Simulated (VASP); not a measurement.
# C (R-3m) in VASP: further runs

C is run at these levels: PBEsol; tasks: single point.

All numbers are computed with VASP 6.6.1; they aren't measurements. Logs are shortened: lines on timing, memory, paths and dates and some standing lists are left out, and cuts for length are marked.

**1. The cell of the first run**

The structure is trigonal, space group R-3m (No. 166). The conventional cell has a = 2.406 Å, b = 2.406 Å, c = 9.836 Å, α = 90.00°, β = 90.00°, γ = 120.00°. Within 1.9 Å of C (site symmetry 3m) lie 3 C at 1.39 Å.

**2. Single point, PBEsol**

INCAR reads:

```
PREC = Accurate
ENCUT = 520
EDIFF = 1E-6
ISMEAR = -1
SIGMA = 0.1
LREAL = False
LASPH = True
NELM = 100
ALGO = Normal
ISIF = 2
LWAVE = False
LCHARG = False
GGA = PS
NBANDS = 11
```

KPOINTS reads:

```
Automatic mesh
0
Gamma
  14 14 14
```

POSCAR reads:

```
C
1.0
    1.2029601495      0.6945294898      3.2786854813
   -1.2029601495      0.6945294898      3.2786854813
    0.0000000000     -1.3890580001      3.2786854813
C
2
Direct
    0.8360000000      0.8360000000      0.8360000000
    0.1640000000      0.1640000000      0.1640000000
```

Potentials or basis: VASP PAW PBE potentials, release 64 (C).

The run is started by

```bash
cat potpaw_PBE.64/C/POTCAR > POTCAR
mpirun -np 1 vasp_std > vasp.out
```

OUTCAR:

```text
PREC = Accurate
   ENCUT = 520
   EDIFF = 1E-6
   ISMEAR = -1
   LREAL = False
   LASPH = True
   NELM = 100
   ISIF = 2
   GGA = PS

 ion  position               nearest neighbor table
   1  0.836  0.836  0.836-   2 1.39   2 1.39   2 1.39
   2  0.164  0.164  0.164-   1 1.39   1 1.39   1 1.39

  LATTYP: Found a trigonal (rhomboedric) cell.
 ALAT       =     3.5607952509
 COS(alpha) =     0.7717354484

  Lattice vectors:

 A1 = (   1.2029601495,   0.6945294898,   3.2786854813)
 A2 = (  -1.2029601495,   0.6945294898,   3.2786854813)
 A3 = (   0.0000000000,  -1.3890580001,   3.2786854813)

Analysis of symmetry for initial positions (statically):
=====================================================================
 Subroutine PRICEL returns:
 Original cell was already a primitive cell.

 Routine SETGRP: Setting up the symmetry group for a
 trigonal (rhombohedral) supercell.

 Subroutine GETGRP returns: Found 12 space group operations
 (whereof 12 operations were pure point group operations)
 out of a pool of 12 trial point group operations.

The static configuration has the point symmetry D_3d.

Analysis of symmetry for dynamics (positions and initial velocities):
=====================================================================
 Subroutine PRICEL returns:
 Original cell was already a primitive cell.

 Routine SETGRP: Setting up the symmetry group for a
 trigonal (rhombohedral) supercell.

 Subroutine GETGRP returns: Found 12 space group operations
 (whereof 12 operations were pure point group operations)
 out of a pool of 12 trial point group operations.

The dynamic configuration has the point symmetry D_3d.

 Subroutine INISYM returns: Found 12 space group operations
 (whereof 12 operations are pure point group operations),
 and found     1 'primitive' translations

----------------------------------------------------------------------------------------

                                     Primitive cell

  volume of cell :      16.4359

  direct lattice vectors                    reciprocal lattice vectors
     1.202960149  0.694529490  3.278685481     0.415641366  0.239970725  0.101666737
    -1.202960149  0.694529490  3.278685481    -0.415641366  0.239970725  0.101666737
     0.000000000 -1.389058000  3.278685481     0.000000000 -0.479941449  0.101666809

  length of vectors
     3.560795251  3.560795251  3.560794941     0.490591296  0.490591296  0.490591413

  position of ions in fractional coordinates (direct lattice)
[... 85 lines left out ...]
   ISIF   =      2    stress and relaxation
   ISYM   =      2    0-nonsym 1-usesym 2-fastsym
   POTIM  = 0.5000    time-step for ionic-motion
   TEBEG  =    0.0;   TEEND  =   0.0 temperature during run
   PSTRESS=    0.0 pullay stress
   NELECT =       8.0000    total number of electrons
   NUPDOWN=      -1.0000    fix difference up-down
   EMIN   =  10.00;   EMAX   =-10.00  energy-range for DOS
   EFERMI =   0.00;   METHOD = LEGACY
   ISMEAR =    -1;   SIGMA  =   0.10  broadening in eV -4-tet -1-fermi 0-gaus
   EFERMI_NEDOS =   21; number of points for ismear=-14 and -15
   IALGO  =     38    algorithm
   IMIX   =      4    mixing-type and parameters
     AMIX     =   0.40;   BMIX     =  1.00
     AMIX_MAG =   1.60;   BMIX_MAG =  1.00
  volume/ion in A,a.u.               =       8.22        55.46
  Fermi-wavevector in a.u.,A,eV,Ry     =   1.287777  2.433545 22.563480  1.658369
  Thomas-Fermi vector in A             =   2.419771
   LORBIT       =      0    0 simple, 1 ext, 2 COOP (PROOUT), +10 PAW based schemes
   GGA     = PS    functional components
   LHFCALC =     F    Hartree Fock is set to
   AEXX    =    0.0000 exact exchange contribution
   IVDW    =     0    specifies the selected vdW correction
   LEPSILON=     F    determine dielectric tensor
   LRPA    =     F    only Hartree local field effects (RPA)
 non-spin polarized calculation
  energy-cutoff  :      520.00
  volume of cell :       16.44
 maximum number of plane-waves:       462
   NGX = 13   NGY = 13   NGZ = 13

 number of electron       8.0000000 magnetization

 Free energy of the ion-electron system (eV)
  ---------------------------------------------------
  ext. energy  EPLUGINS =         0.00000000
  ---------------------------------------------------
  free energy    TOTEN  =       -19.18735546 eV

  energy without entropy =      -19.18691951  energy(sigma->0) =      -19.18713748

 E-fermi :   5.3115     XC(G=0): -10.8616

 val. band max:        5.0419905812   @ k =  -0.1429   0.5000   0.1429
 cond. band min:       5.5921295954   @ k =  -0.1429   0.5000   0.1429
 fundamental gap:      0.5501390142
 Fermi energy:         5.3114649381

 k-point     1 :       0.0000    0.0000    0.0000
  band No.  band energies     occupation
      1     -14.9705      2.00000
      2      -1.6904      2.00000
      3       2.3598      2.00000
      4       2.3598      2.00000
      5       9.1318      0.00000
      6      14.0915      0.00000
      7      14.0915      0.00000
      8      17.5632      0.00000
      9      19.7249      0.00000
     10      28.6640      0.00000
     11      31.9755      0.00000
[... 309 lines left out ...]
 k-point    24 :       0.2857    0.1429    0.0000
  band No.  band energies     occupation
      1     -13.3955      2.00000
      2      -1.6039      2.00000
      3      -0.5008      2.00000
      4      -0.4193      2.00000
      5      11.7611      0.00000
      6      13.2738      0.00000
      7      15.4628      0.00000
      8      17.5241      0.00000
      9      22.4274      0.00000
     10      24.3454      0.00000
     11      30.3789      0.00000

 [... further k-points ...]

------------------------ aborting loop because EDIFF is reached ----------------------------------------

  FORCE on cell =-STRESS in cart. coord.  units (eV):
  Direction    XX          YY          ZZ          XY          YZ          ZX
  --------------------------------------------------------------------------------------
  -------------------------------------------------------------------------------------
  Total        3.2513641      3.2513622      0.1513203      0.0000000      0.0000000     -0.0000000
  in kB      316.9446748    316.9444897     14.7507840      0.0000000      0.0000015     -0.0000000
  external PRESSURE =     216.2133161 kB  Pullay stress =       0.0000000 kB

 VOLUME and BASIS-vectors are now :
 -----------------------------------------------------------------------------
  energy-cutoff  :      520.00
  volume of cell :       16.44
      direct lattice vectors                 reciprocal lattice vectors
     1.202960149  0.694529490  3.278685481     0.415641366  0.239970725  0.101666737
    -1.202960149  0.694529490  3.278685481    -0.415641366  0.239970725  0.101666737
     0.000000000 -1.389058000  3.278685481     0.000000000 -0.479941449  0.101666809

 POSITION                                       TOTAL-FORCE (eV/Angst)
 -----------------------------------------------------------------------------------
      0.00000      0.00000      8.22294         0.000000     -0.000000     -0.831139
      0.00000      0.00000      1.61311         0.000000      0.000000      0.831139
 -----------------------------------------------------------------------------------
    total drift:                                0.000000     -0.000000      0.000000

  FREE ENERGIE OF THE ION-ELECTRON SYSTEM (eV)
  ---------------------------------------------------
  free  energy   TOTEN  =       -19.1873554618 eV

  energy  without entropy=      -19.1869195076  energy(sigma->0) =      -19.18713748
```

stdout:

```text
POSCAR found type information on POSCAR C
 POSCAR found :  1 types and       2 ions
 scaLAPACK will be used
 -----------------------------------------------------------------------------
|                                                                             |
|                                                                             |
|     You enforced a specific xc type in the INCAR file but a different       |
|     I HOPE YOU KNOW WHAT YOU ARE DOING!                                     |
|                                                                             |
 -----------------------------------------------------------------------------

 LDA part: xc-table for (Slater+PW92), standard interpolation
 POSCAR, INCAR and KPOINTS ok, starting setup
 FFT: planning ... GRIDC
 FFT: planning ... GRID_SOFT
 FFT: planning ... GRID
 WAVECAR not read
 entering main loop
```

Run time: 33 s. Hardware: 1 thread of Intel Xeon 6975P-C (Granite Rapids), shared host; peak memory 0.17 GiB.

What came out:

| Quantity | Value |
| --- | --- |
| Free energy | -19.1874 eV |
| Pressure | 21.6 GPa |
| Largest force | 0.831 eV/Å |
| Band gap on the k mesh | 0.55 eV, direct |

Forces on the atoms (eV/Å):
```
C    0.000  0.000 -0.831
C    0.000  0.000  0.831
```

Caveat: the PAW data sets were made with another functional, which shifts forces and pressure a little.

**3. Single point, PBEsol**

This run uses another cell than the first one, of 8.39 Å³/atom, 1.021 times its volume.

INCAR reads:

```
PREC     = Accurate       # precision mode
ENCUT    = 520            # plane-wave cutoff, eV
EDIFF    = 1E-6           # SCF threshold, eV
ISMEAR   = -1             # smearing method
SIGMA    = 0.1            # smearing width, eV
LREAL    = False          # projectors in reciprocal space
LASPH    = True           # aspherical terms in the spheres
NELM     = 60             # most SCF steps
ALGO     = Normal         # electronic algorithm
ISIF     = 2              # what is computed and relaxed
LWAVE    = False          # write WAVECAR
LCHARG   = True           # write CHGCAR
GGA      = PS             # functional
LELF     = True           # ELF
LVHAR    = True         
NBANDS   = 11             # bands
```

KPOINTS is that of step 2.

POSCAR reads:

```
C
1.0
    1.2114319790      0.6994207037      3.3017755764
   -1.2114319790      0.6994207037      3.3017755764
    0.0000000000     -1.3988404210      3.3017755764
C
2
Direct
    0.8360000000      0.8360000000      0.8360000000
    0.1640000000      0.1640000000      0.1640000000
```

Potentials or basis: VASP PAW PBE potentials, release 64 (C).

The run is started by

```bash
cat potpaw_PBE.64/C/POTCAR > POTCAR
mpirun -np 1 vasp_std > vasp.out
```

OUTCAR:

```text
PREC = Accurate
   ENCUT = 520
   EDIFF = 1E-6
   ISMEAR = -1
   LREAL = False
   LASPH = True
   NELM = 60
   ISIF = 2
   GGA = PS

 ion  position               nearest neighbor table
   1  0.836  0.836  0.836-   2 1.40   2 1.40   2 1.40
   2  0.164  0.164  0.164-   1 1.40   1 1.40   1 1.40

  LATTYP: Found a trigonal (rhomboedric) cell.
 ALAT       =     3.5858721000
 COS(alpha) =     0.7717354483

  Lattice vectors:

 A1 = (   1.2114319790,   0.6994207037,   3.3017755764)
 A2 = (  -1.2114319790,   0.6994207037,   3.3017755764)
 A3 = (   0.0000000000,  -1.3988404210,   3.3017755764)

Analysis of symmetry for initial positions (statically):
=====================================================================
 Subroutine PRICEL returns:
 Original cell was already a primitive cell.

 Routine SETGRP: Setting up the symmetry group for a
 trigonal (rhombohedral) supercell.

 Subroutine GETGRP returns: Found 12 space group operations
 (whereof 12 operations were pure point group operations)
 out of a pool of 12 trial point group operations.

The static configuration has the point symmetry D_3d.

Analysis of symmetry for dynamics (positions and initial velocities):
=====================================================================
 Subroutine PRICEL returns:
 Original cell was already a primitive cell.

 Routine SETGRP: Setting up the symmetry group for a
 trigonal (rhombohedral) supercell.

 Subroutine GETGRP returns: Found 12 space group operations
 (whereof 12 operations were pure point group operations)
 out of a pool of 12 trial point group operations.

The dynamic configuration has the point symmetry D_3d.

 Subroutine INISYM returns: Found 12 space group operations
 (whereof 12 operations are pure point group operations),
 and found     1 'primitive' translations

----------------------------------------------------------------------------------------
[... 118 lines left out ...]
   GGA     = PS    functional components
   LHFCALC =     F    Hartree Fock is set to
   AEXX    =    0.0000 exact exchange contribution
   IVDW    =     0    specifies the selected vdW correction
   LEPSILON=     F    determine dielectric tensor
   LRPA    =     F    only Hartree local field effects (RPA)
 non-spin polarized calculation
  energy-cutoff  :      520.00
  volume of cell :       16.79
 maximum number of plane-waves:       474
   NGX = 13   NGY = 13   NGZ = 13

 number of electron       8.0000000 magnetization

 Free energy of the ion-electron system (eV)
  ---------------------------------------------------
  ext. energy  EPLUGINS =         0.00000000
  ---------------------------------------------------
  free energy    TOTEN  =       -19.22683539 eV

  energy without entropy =      -19.22638665  energy(sigma->0) =      -19.22661102

 E-fermi :   5.1142     XC(G=0): -10.7688

 val. band max:        4.8446272417   @ k =  -0.1429   0.5000   0.1429
 cond. band min:       5.3954314637   @ k =  -0.1429   0.5000   0.1429
 fundamental gap:      0.5508042220
 Fermi energy:         5.1142226565

 k-point     1 :       0.0000    0.0000    0.0000
  band No.  band energies     occupation
      1     -14.9867      2.00000
      2      -1.7715      2.00000
      3       2.1500      2.00000
      4       2.1500      2.00000
      5       8.9621      0.00000
      6      13.7498      0.00000
      7      13.7498      0.00000
      8      17.1048      0.00000
      9      19.0226      0.00000
     10      28.1764      0.00000
     11      31.4280      0.00000
[... 309 lines left out ...]
 k-point    24 :       0.2857    0.1429   -0.0000
  band No.  band energies     occupation
      1     -13.4329      2.00000
      2      -1.7801      2.00000
      3      -0.6520      2.00000
      4      -0.5189      2.00000
      5      11.5318      0.00000
      6      12.9487      0.00000
      7      15.0883      0.00000
      8      17.0369      0.00000
      9      21.9009      0.00000
     10      23.9091      0.00000
     11      29.8640      0.00000

 [... further k-points ...]

------------------------ aborting loop because EDIFF is reached ----------------------------------------

  FORCE on cell =-STRESS in cart. coord.  units (eV):
  Direction    XX          YY          ZZ          XY          YZ          ZX
  --------------------------------------------------------------------------------------
  -------------------------------------------------------------------------------------
  Total        2.2014035      2.2014022      0.1290327      0.0000000      0.0000000      0.0000000
  in kB      210.1232584    210.1231357     12.3161260      0.0000000      0.0000012      0.0000000
  external PRESSURE =     144.1875067 kB  Pullay stress =       0.0000000 kB

 VOLUME and BASIS-vectors are now :
 -----------------------------------------------------------------------------
  energy-cutoff  :      520.00
  volume of cell :       16.79
      direct lattice vectors                 reciprocal lattice vectors
     1.211431979  0.699420704  3.301775576     0.412734688  0.238292553  0.100955758
    -1.211431979  0.699420704  3.301775576    -0.412734688  0.238292553  0.100955758
     0.000000000 -1.398840421  3.301775576     0.000000000 -0.476585106  0.100955829

 POSITION                                       TOTAL-FORCE (eV/Angst)
 -----------------------------------------------------------------------------------
      0.00000      0.00000      8.28085         0.000000     -0.000000     -0.845887
      0.00000      0.00000      1.62447         0.000000      0.000000      0.845887
 -----------------------------------------------------------------------------------
    total drift:                                0.000000     -0.000000      0.000000

  FREE ENERGIE OF THE ION-ELECTRON SYSTEM (eV)
  ---------------------------------------------------
  free  energy   TOTEN  =       -19.2268353860 eV

  energy  without entropy=      -19.2263866501  energy(sigma->0) =      -19.22661102
```

Wall time 33 s (1 thread of Intel Xeon 6975P-C (Granite Rapids), shared host); peak memory 0.17 GiB.

Results:

- Free energy: -19.2268 eV
- Pressure: 14.4 GPa
- Largest force: 0.846 eV/Å
- Band gap on the k mesh: 0.55 eV, direct

Forces in eV/Å, atoms in the order of the input:
```
C    0.000  0.000 -0.846
C    0.000  0.000  0.846
```

Caveat: the PAW data sets were made with another functional, which shifts forces and pressure a little.

[end of part 1 of 3]
